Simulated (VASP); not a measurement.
# Si3N4 (P6_3/m) in VASP: electric field gradients with PBEsol

Aim: the electric field gradients of Si3N4 with PBEsol.

Everything below comes from runs of VASP 6.6.1. Logs are shortened: lines on timing, memory, paths and dates and some standing lists are left out, and cuts for length are marked.

### 1 The cell of the first run

Symmetry: P6_3/m, No. 176, hexagonal system. Conventional cell: a = 7.625 Å, b = 7.625 Å, c = 2.910 Å, α = 90.00°, β = 90.00°, γ = 120.00°. Within 2.3 Å of Si (site symmetry m) lie 4 N at 1.73 to 1.74 Å. Within 2.3 Å of N (site symmetry m) lie 3 Si at 1.74 Å. N (site symmetry -6) has 3 Si at 1.73 Å within 2.3 Å.

### 2 Electric field gradients, PBEsol

INCAR

```
PREC     = Accurate       # precision mode
ENCUT    = 520            # plane-wave cutoff, eV
EDIFF    = 1E-8           # SCF threshold, eV
ISMEAR   = 0              # smearing method
SIGMA    = 0.01           # smearing width, eV
LREAL    = F              # projectors in reciprocal space
LASPH    = T              # aspherical terms in the spheres
NELM     = 80             # most SCF steps
ALGO     = Normal         # electronic algorithm
ISIF     = 2              # what is computed and relaxed
LWAVE    = F              # write WAVECAR
LCHARG   = F              # write CHGCAR
GGA      = PS             # functional
LEFG     = T            
NBANDS   = 45             # bands
```

KPOINTS

```
Automatic mesh
0
Gamma
  6 6 8
```

POSCAR

```
Si3N4
1.0
    7.6246472123      0.0000000000      0.0000000000
   -3.8123236062      6.6031381808      0.0000000000
    0.0000000000      0.0000000000      2.9104789358
Si N
6 8
Direct
    0.7675713979      0.1739465955      0.2500000000
    0.5936248024      0.7675713979      0.7500000000
    0.8260534045      0.5936248024      0.2500000000
    0.2324286021      0.8260534045      0.7500000000
    0.4063751976      0.2324286021      0.2500000000
    0.1739465955      0.4063751976      0.7500000000
    0.0296263419      0.3299987760      0.2500000000
    0.6996275659      0.0296263419      0.7500000000
    0.6700012240      0.6996275659      0.2500000000
    0.9703736581      0.6700012240      0.7500000000
    0.3003724341      0.9703736581      0.2500000000
    0.3299987760      0.3003724341      0.7500000000
    0.6666666667      0.3333333333      0.2500000000
    0.3333333333      0.6666666667      0.7500000000
```

Potentials or basis: VASP PAW PBE potentials, release 64 (Si, N).

On the command line:

```sh
$ cat potpaw_PBE.64/Si/POTCAR potpaw_PBE.64/N/POTCAR > POTCAR
$ mpirun -np 1 vasp_std > vasp.out
```

OUTCAR:

```text
PREC = Accurate
   ENCUT = 520
   EDIFF = 1E-8
   ISMEAR = 0
   LREAL = F
   LASPH = T
   NELM = 80
   ISIF = 2
   GGA = PS

 ion  position               nearest neighbor table
   1  0.768  0.174  0.250-  13 1.73   8 1.74   8 1.74   7 1.74   5 3.00   3 3.00   6 3.06   6 3.06
                             2 3.06   2 3.06
   2  0.594  0.768  0.750-  14 1.73   9 1.74   9 1.74   8 1.74   4 3.00   6 3.00   3 3.06   3 3.06
                             1 3.06   1 3.06
   3  0.826  0.594  0.250-  13 1.73  10 1.74  10 1.74   9 1.74   5 3.00   1 3.00   4 3.06   4 3.06
                             2 3.06   2 3.06
   4  0.232  0.826  0.750-  14 1.73  11 1.74  11 1.74  10 1.74   2 3.00   6 3.00   3 3.06   3 3.06
                             5 3.06   5 3.06
   5  0.406  0.232  0.250-  13 1.73  12 1.74  12 1.74  11 1.74   1 3.00   3 3.00   6 3.06   6 3.06
                             4 3.06   4 3.06
   6  0.174  0.406  0.750-  14 1.73   7 1.74   7 1.74  12 1.74   2 3.00   4 3.00   1 3.06   1 3.06
                             5 3.06   5 3.06
   7  0.030  0.330  0.250-   6 1.74   6 1.74   1 1.74
   8  0.700  0.030  0.750-   1 1.74   1 1.74   2 1.74
   9  0.670  0.700  0.250-   2 1.74   2 1.74   3 1.74
  10  0.970  0.670  0.750-   3 1.74   3 1.74   4 1.74
  11  0.300  0.970  0.250-   4 1.74   4 1.74   5 1.74
  12  0.330  0.300  0.750-   5 1.74   5 1.74   6 1.74
  13  0.667  0.333  0.250-   1 1.73   3 1.73   5 1.73
  14  0.333  0.667  0.750-   4 1.73   6 1.73   2 1.73

  LATTYP: Found a hexagonal cell.
 ALAT       =     7.6246472123
 C/A-ratio  =     0.3817198166

  Lattice vectors:

 A1 = (   7.6246472123,   0.0000000000,   0.0000000000)
 A2 = (  -3.8123236062,   6.6031381808,   0.0000000000)
 A3 = (   0.0000000000,   0.0000000000,   2.9104789358)

Analysis of symmetry for initial positions (statically):
=====================================================================
 Subroutine PRICEL returns:
 Original cell was already a primitive cell.

 Routine SETGRP: Setting up the symmetry group for a
 hexagonal supercell.

 Subroutine GETGRP returns: Found 12 space group operations
 (whereof  6 operations were pure point group operations)
 out of a pool of 24 trial point group operations.

The static configuration has the point symmetry S_6 .
 The point group associated with its full space group is C_6h.

Analysis of symmetry for dynamics (positions and initial velocities):
=====================================================================
 Subroutine PRICEL returns:
 Original cell was already a primitive cell.

 Routine SETGRP: Setting up the symmetry group for a
 hexagonal supercell.

 Subroutine GETGRP returns: Found 12 space group operations
 (whereof  6 operations were pure point group operations)
 out of a pool of 24 trial point group operations.

The dynamic configuration has the point symmetry S_6 .
 The point group associated with its full space group is C_6h.

 Subroutine INISYM returns: Found 12 space group operations
 (whereof  6 operations are pure point group operations),
 and found     1 'primitive' translations

----------------------------------------------------------------------------------------

                                     Primitive cell

  volume of cell :     146.5327

  direct lattice vectors                    reciprocal lattice vectors
     7.624647212  0.000000000  0.000000000     0.131153609  0.075721572  0.000000000
    -3.812323606  6.603138181  0.000000000     0.000000000  0.151443143  0.000000000
     0.000000000  0.000000000  2.910478936     0.000000000  0.000000000  0.343586063

  length of vectors
     7.624647212  7.624647212  2.910478936     0.151443143  0.151443143  0.343586063

  position of ions in fractional coordinates (direct lattice)
     0.767571398  0.173946595  0.250000000
     0.593624802  0.767571398  0.750000000
     0.826053405  0.593624802  0.250000000
     0.232428602  0.826053405  0.750000000
     0.406375198  0.232428602  0.250000000
     0.173946595  0.406375198  0.750000000
     0.029626342  0.329998776  0.250000000
     0.699627566  0.029626342  0.750000000
     0.670001224  0.699627566  0.250000000
     0.970373658  0.670001224  0.750000000
     0.300372434  0.970373658  0.250000000
     0.329998776  0.300372434  0.750000000
     0.666666667  0.333333333  0.250000000
     0.333333333  0.666666667  0.750000000

  ion indices of the primitive-cell ions
   primitive index   ion index
                 1           1
                 2           2
                 3           3
[... 100 lines left out ...]
   IALGO  =     38    algorithm
   IMIX   =      4    mixing-type and parameters
     AMIX     =   0.40;   BMIX     =  1.00
     AMIX_MAG =   1.60;   BMIX_MAG =  1.00
  volume/ion in A,a.u.               =      10.47        70.63
  Fermi-wavevector in a.u.,A,eV,Ry     =   1.242100  2.347229 20.991243  1.542813
  Thomas-Fermi vector in A             =   2.376469
   LORBIT       =      0    0 simple, 1 ext, 2 COOP (PROOUT), +10 PAW based schemes
   GGA     = PS    functional components
   LHFCALC =     F    Hartree Fock is set to
   AEXX    =    0.0000 exact exchange contribution
   IVDW    =     0    specifies the selected vdW correction
   LEPSILON=     F    determine dielectric tensor
   LRPA    =     F    only Hartree local field effects (RPA)
 non-spin polarized calculation
 Gauss-broadening in eV      SIGMA  =   0.01
  energy-cutoff  :      520.00
  volume of cell :      146.53
 maximum number of plane-waves:      3972
 NGX is ok and might be reduce to    60
   NGX = 29   NGY = 29   NGZ = 11

 number of electron      63.9999992 magnetization

 Free energy of the ion-electron system (eV)
  ---------------------------------------------------
  ext. energy  EPLUGINS =         0.00000000
  ---------------------------------------------------
  free energy    TOTEN  =      -120.38613945 eV

  energy without entropy =     -120.38613945  energy(sigma->0) =     -120.38613945

 E-fermi :   6.7081     XC(G=0): -10.9916

 val. band max:        6.6046582397   @ k =   0.0000   0.0000   0.1250
 cond. band min:      10.7988593075   @ k =   0.0000   0.0000   0.0000
 fundamental gap:      4.1942010678
 Fermi energy:         6.7081202994

 k-point     1 :       0.0000    0.0000    0.0000
  band No.  band energies     occupation
      1     -11.5473      2.00000
      2     -10.0714      2.00000
      3     -10.0714      2.00000
      4      -9.4488      2.00000
      5      -9.3083      2.00000
      6      -9.3083      2.00000
[... 1117 lines left out ...]
     43      14.7521      0.00000
     44      14.7521      0.00000

 [... further k-points ...]

 [bands above 44 left out]

------------------------ aborting loop because EDIFF is reached ----------------------------------------

  FORCE on cell =-STRESS in cart. coord.  units (eV):
  Direction    XX          YY          ZZ          XY          YZ          ZX
  --------------------------------------------------------------------------------------
  -------------------------------------------------------------------------------------
  Total        0.1998134      0.1998134      0.1750385     -0.0000001     -0.0000000      0.0000000
  in kB        2.1847444      2.1847444      1.9138569     -0.0000012     -0.0000000      0.0000000
  external PRESSURE =       2.0944486 kB  Pullay stress =       0.0000000 kB

 VOLUME and BASIS-vectors are now :
 -----------------------------------------------------------------------------
  energy-cutoff  :      520.00
  volume of cell :      146.53
      direct lattice vectors                 reciprocal lattice vectors
     7.624647212  0.000000000  0.000000000     0.131153609  0.075721572  0.000000000
    -3.812323606  6.603138181  0.000000000     0.000000000  0.151443143  0.000000000
     0.000000000  0.000000000  2.910478936     0.000000000  0.000000000  0.343586063

 POSITION                                       TOTAL-FORCE (eV/Angst)
 -----------------------------------------------------------------------------------
      5.18932      1.14859      0.72762         0.002156     -0.000591     -0.000000
      1.59995      5.06838      2.18286         0.001589      0.001571      0.000000
      4.03528      3.91979      0.72762        -0.000566      0.002162     -0.000000
     -1.37700      5.45454      2.18286        -0.002156      0.000591      0.000000
      2.21237      1.53476      0.72762        -0.001589     -0.001571     -0.000000
     -0.22295      2.68335      2.18286         0.000566     -0.002162      0.000000
     -1.03217      2.17903      0.72762        -0.004374     -0.002732     -0.000000
      5.22147      0.19563      2.18286         0.000179     -0.005155     -0.000000
      2.44132      4.61974      0.72762         0.004553     -0.002422     -0.000000
      4.84450      4.42411      2.18286         0.004374      0.002732      0.000000
     -1.40914      6.40751      0.72762        -0.000179      0.005155      0.000000
      1.37101      1.98340      2.18286        -0.004553      0.002422      0.000000
      3.81232      2.20105      0.72762         0.000000     -0.000000     -0.000000
     -0.00000      4.40209      2.18286        -0.000000     -0.000000      0.000000
 -----------------------------------------------------------------------------------
    total drift:                                0.000000      0.000000      0.000000

  FREE ENERGIE OF THE ION-ELECTRON SYSTEM (eV)
  ---------------------------------------------------
  free  energy   TOTEN  =      -120.3861394499 eV

  energy  without entropy=     -120.3861394499  energy(sigma->0) =     -120.38613945

 Electric field gradients (V/A^2)
---------------------------------------------------------------------
 ion       V_xx      V_yy      V_zz      V_xy      V_xz      V_yz
---------------------------------------------------------------------
   1       0.097     3.711    -3.808     7.609    -0.000    -0.000
   2      -3.782     7.590    -3.808    -5.370     0.000     0.000
   3       9.397    -5.589    -3.808    -2.240     0.000     0.000
   4       0.097     3.711    -3.808     7.609     0.000     0.000
   5      -3.782     7.590    -3.808    -5.370     0.000    -0.000
   6       9.397    -5.589    -3.808    -2.240    -0.000    -0.000
   7       2.426   -26.897    24.470    29.359    -0.000    -0.000
   8     -44.992    20.522    24.470    -1.983     0.000     0.000
   9       5.861   -30.330    24.470   -27.377     0.000    -0.000
  10       2.426   -26.897    24.470    29.359     0.000    -0.000
  11     -44.992    20.522    24.470    -1.983     0.000    -0.000
  12       5.861   -30.330    24.470   -27.377     0.000    -0.000
  13      21.995    21.996   -43.991     0.000    -0.000     0.000
  14      21.995    21.996   -43.991     0.000     0.000    -0.000
---------------------------------------------------------------------

 Electric field gradients after diagonalization (V/A^2)
 (convention: |V_zz| > |V_xx| > |V_yy|)
----------------------------------------------------------------------
 ion       V_xx      V_yy      V_zz     asymmetry (V_yy - V_xx)/ V_zz
----------------------------------------------------------------------
   1      -5.917    -3.808     9.725       0.217
   2      -5.917    -3.808     9.725       0.217
   3      -5.917    -3.808     9.725       0.217
   4      -5.917    -3.808     9.725       0.217
   5      -5.917    -3.808     9.725       0.217
   6      -5.917    -3.808     9.725       0.217
   7      24.470    20.581   -45.052       0.086
   8      24.470    20.581   -45.051       0.086
   9      24.470    20.582   -45.052       0.086
  10      24.470    20.581   -45.052       0.086
  11      24.470    20.581   -45.051       0.086
  12      24.470    20.582   -45.052       0.086
  13      21.996    21.995   -43.991       0.000
  14      21.996    21.995   -43.991       0.000
----------------------------------------------------------------------

           NMR quadrupolar parameters

 Cq : quadrupolar parameter    Cq=e*Q*V_zz/h
 eta: asymmetry parameters     (V_yy - V_xx)/ V_zz
 Q  : nuclear electric quadrupole moment in mb (millibarn)
----------------------------------------------------------------------
 ion       Cq(MHz)       eta       Q (mb)
----------------------------------------------------------------------
   1       0.024       0.217       1.000
   2       0.024       0.217       1.000
   3       0.024       0.217       1.000
   4       0.024       0.217       1.000
   5       0.024       0.217       1.000
   6       0.024       0.217       1.000
   7      -0.109       0.086       1.000
   8      -0.109       0.086       1.000
   9      -0.109       0.086       1.000
  10      -0.109       0.086       1.000
  11      -0.109       0.086       1.000
  12      -0.109       0.086       1.000
  13      -0.106       0.000       1.000
  14      -0.106       0.000       1.000
----------------------------------------------------------------------
```

Run time: 9.4 min. Hardware: 1 thread of Intel Xeon 8259CL, shared host; peak memory 0.38 GiB.

Results:

```yaml
Free_energy: -120.3861 eV
Pressure: 0.2 GPa
Largest_force: 0.005 eV/Å
Band_gap_on_the_k_mesh: 4.19 eV (least direct gap 4.38 eV)
Largest_electric_field_gradient_by_atom: Si +9.7; N -45.1, -44.0 (each value once) V/Å²
```

Forces on the atoms (eV/Å):
```
Si   0.002 -0.001  0.000
Si   0.002  0.002  0.000
Si  -0.001  0.002  0.000
Si  -0.002  0.001  0.000
Si  -0.002 -0.002  0.000
Si   0.001 -0.002  0.000
N   -0.004 -0.003  0.000
N    0.000 -0.005  0.000
N    0.005 -0.002  0.000
N    0.004  0.003  0.000
N    0.000  0.005  0.000
N   -0.005  0.002  0.000
N    0.000  0.000  0.000
N    0.000  0.000  0.000
```

Levels at points of the mesh, in eV from the valence-band top:
```csv
k point,band 28,band 29,band 30,band 31,band 32,band 33,band 34,band 35,band 36,band 37
"(0.00, 0.00, 0.00)",-1.29,-1.29,-0.46,-0.37,-0.19,4.19,4.61,4.79,4.79,5.09
"(0.50, 0.00, 0.00)",-1.68,-1.36,-0.77,-0.32,-0.25,4.50,4.60,4.75,5.16,5.68
"(0.00, 0.00, 0.50)",-1.62,-1.62,-1.62,-1.36,-1.36,4.55,4.55,4.55,4.55,7.18
"(0.50, 0.00, 0.50)",-1.89,-1.49,-1.49,-1.05,-1.05,4.64,4.64,5.71,5.71,6.05
```

Electric field gradients, principal values (V/Å²):
```tsv
atom	least	middle	greatest (by size)
1 Si	-3.808	-5.917	9.725
2 Si	-3.808	-5.917	9.725
3 Si	-3.808	-5.917	9.725
4 Si	-3.808	-5.917	9.725
5 Si	-3.808	-5.917	9.725
6 Si	-3.808	-5.917	9.725
7 N	20.581	24.470	-45.052
8 N	20.581	24.470	-45.051
9 N	20.582	24.470	-45.052
10 N	20.581	24.470	-45.052
11 N	20.581	24.470	-45.051
12 N	20.582	24.470	-45.052
13 N	21.995	21.996	-43.991
14 N	21.995	21.996	-43.991
```

Caveat: without QUAD_EFG the Cq values of the log hold for a quadrupole moment of 1 mb, not for the nuclei; the PAW data sets were made with another functional, which shifts forces and pressure a little. A k mesh can miss the band edges.
